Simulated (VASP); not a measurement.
Wanted: the native input for a VASP 6.6.1 run.

```yaml
Task: single point
Functional: PBE
Potentials_or_basis: VASP PAW PBE potentials, release 64 (Ta_pv, Sn_d, O)
Cutoff: 520 eV
k_mesh: 4 × 4 × 4
Occupations: gaussian, width 0.1 eV
Spin: collinear spin
Starting_moments: "[1.0, 1.0, 1.0, 0.0, 0.0, 0.0, 0.0, 0.0] μB"
Dipole_correction: no
Further_INCAR_settings: ALGO = Normal; EDIFF = 1e-06; NBANDS = 50
```

The structure of Ta3SnO4 lies in POSCAR:

```
Ta3SnO4
1.0
    4.5269337200      0.0000000000      0.0000000000
    0.0000000000      4.5269337200      0.0000000000
    0.0000000000      0.0000000000      4.5269337200
Ta Sn O
3 1 4
Direct
    0.0000000000      0.5000000000      0.5000000000
    0.5000000000      0.0000000000      0.5000000000
    0.5000000000      0.5000000000      0.0000000000
    0.0000000000      0.0000000000      0.0000000000
    0.5000000000      0.0000000000      0.0000000000
    0.5000000000      0.5000000000      0.5000000000
    0.0000000000      0.0000000000      0.5000000000
    0.0000000000      0.5000000000      0.0000000000
```

The cell was built from a structure type or drawn by symmetry, and may not be a known phase.

The input as run:

INCAR

```
PREC     = Accurate       # precision mode
ENCUT    = 520            # plane-wave cutoff, eV
EDIFF    = 1E-6           # SCF threshold, eV
ISMEAR   = 0              # smearing method
SIGMA    = 0.1            # smearing width, eV
LREAL    = False          # projectors in reciprocal space
LASPH    = True           # aspherical terms in the spheres
NELM     = 150            # most SCF steps
ALGO     = Normal         # electronic algorithm
ISIF     = 2              # what is computed and relaxed
LWAVE    = False          # write WAVECAR
LCHARG   = True           # write CHGCAR
ISPIN    = 2              # spin polarisation
MAGMOM   = 1 1 1 0 0 0 0 0 # initial moments
LORBIT   = 11             # projections on sites
LMAXMIX  = 4              # l up to which the mixer works
GGA      = PE             # functional
LELF     = True           # ELF
LVHAR    = True         
NBANDS   = 50             # bands
```

KPOINTS

```
regular mesh
0
Gamma
  4 4 4
```

Potentials or basis: VASP PAW PBE potentials, release 64 (Ta_pv, Sn_d, O).

Command:

```sh
$ cat potpaw_PBE.64/Ta_pv/POTCAR potpaw_PBE.64/Sn_d/POTCAR potpaw_PBE.64/O/POTCAR > POTCAR
$ mpirun -np 1 vasp_std > vasp.out
```

It gave:

```yaml
Pressure: 16.3 GPa
Net_moment: 1.18 μB per cell
Site_moments: Ta +0.21; Sn +0.07; O +0.05, +0.03 (each value once) μB
Valence_electrons_inside_the_program's_atomic_spheres: Ta 8.76; Sn 12.39; O 5.04, 5.02 (each value once)
```

Caveat: the cell stands under pressure.

Run time: 60 s on 1 thread of Intel(R) Xeon(R) 6975P-C (Granite Rapids) (shared host), peak memory 0.27 GiB.
